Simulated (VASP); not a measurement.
## GaP: single point with PBE

The system is GaP.

```
Ga P
1.0
     0.00000    2.67969    2.82668
     2.82668    0.00000    2.82668
     2.82668    2.67969    0.00000
Ga P
1 1
Direct
  0.00000 0.00000 0.00000
  0.75000 0.75000 0.75000
```

| Quantity | Value |
| --- | --- |
| Program | VASP 6.6.1 |
| Task | single point |
| Functional | PBE |
| Potentials or basis | VASP PAW PBE potentials, release 64 (Ga_d, P) |
| Cutoff | 520 eV |
| k mesh | 10 × 10 × 10 |
| Occupations | gaussian, width 0.05 eV |
| Spin | no spin polarisation |
| Dipole correction | no |
| Further INCAR settings | ALGO = Normal; EDIFF = 1e-07; NBANDS = 16 |

| Item | Value |
| --- | --- |
| Pressure | -1.9 GPa |
| Band gap on the k mesh | 1.17 eV |

Stress tensor (GPa, compression positive):
```
-3.07  0.00  0.00
 0.00  0.44  0.00
 0.00  0.00 -3.07
```

Levels at points of the mesh, in eV from the valence-band top:
| k point | band 5 | band 6 | band 7 | band 8 | band 9 | band 10 | band 11 | band 12 | band 13 | band 14 |
| --- | --- | --- | --- | --- | --- | --- | --- | --- | --- | --- |
| (0.00, 0.00, 0.00) | -14.56 | -12.25 | -0.26 | -0.26 | 0.00 | 1.17 | 3.66 | 3.78 | 3.78 | 8.39 |
| (0.50, 0.00, 0.00) | -14.55 | -10.36 | -6.49 | -1.41 | -1.01 | 1.28 | 4.38 | 4.80 | 8.02 | 10.25 |
| (0.50, 0.50, 0.00) | -14.55 | -9.61 | -6.77 | -2.56 | -2.52 | 1.71 | 1.86 | 9.83 | 9.88 | 10.31 |
| (0.50, 0.00, 0.50) | -14.53 | -9.40 | -6.45 | -2.89 | -2.89 | 1.37 | 1.38 | 9.98 | 9.98 | 10.80 |

Wall time 92 s on 1 thread of Intel(R) Xeon(R) Platinum 8259CL CPU @ 2.50GHz (Skylake/Cascade Lake) (shared host), peak memory 0.21 GiB.

A k mesh can miss the band edges. As with any semilocal functional, this PBE gap is likely too small.
